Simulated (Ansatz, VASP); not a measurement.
## Two plane-wave programs on GePt2

```
Ge Pt
1.0
     7.30158    0.00000    0.00000
    -3.65079    6.32336    0.00000
     0.00000    0.00000    3.73537
Ge Pt
3 6
Direct
  0.66667 0.33333 0.00000
  0.33333 0.66667 0.00000
  0.00000 0.00000 0.50000
  0.62294 0.00000 0.50000
  0.37706 0.37706 0.50000
  0.00000 0.62294 0.50000
  0.00000 0.28491 0.00000
  0.71509 0.71509 0.00000
  0.28491 0.00000 0.00000
```

Change from the starting cell: strain +0.080 along x and y, +0.080 along z, atoms carried along.

Alike in both runs: task single point; functional PBEsol; k mesh 6 × 6 × 12; occupations gaussian, width 0.15 eV; no spin polarisation.

```csv
,VASP,Ansatz
version,VASP 6.6.1,Ansatz 0.2.0
potentials or method,"VASP PAW PBE potentials, release 64 (Ge_d, Pt), cutoff 520 eV","scalar-relativistic, plane waves, PAW"
valence electrons in the cell,102,150
```

|  | VASP | Ansatz | Ansatz less VASP |
| --- | --- | --- | --- |
| gap on the k mesh at the Fermi level (eV) | none | none | - |
| pressure (GPa) | -27.8 | -27.8 | +0.03 |
| traceless stress, the component that is largest in VASP (GPa) | 3.76 | 3.78 | +0.026 |
| rms of the force components (eV/Å) | 0.204 | 0.206 | +0.0021 |

VASP's potentials were made for PBE, not for PBEsol. Atom by atom the forces differ by 0.002 eV/Å (rms over components). A gap of «none» marks a metal or a gap that the smearing closes. VASP's potentials hold 102 valence electrons a cell and Ansatz's 150, so a difference there can come from the potentials and not from the codes.

Spin-orbit coupling is off throughout.
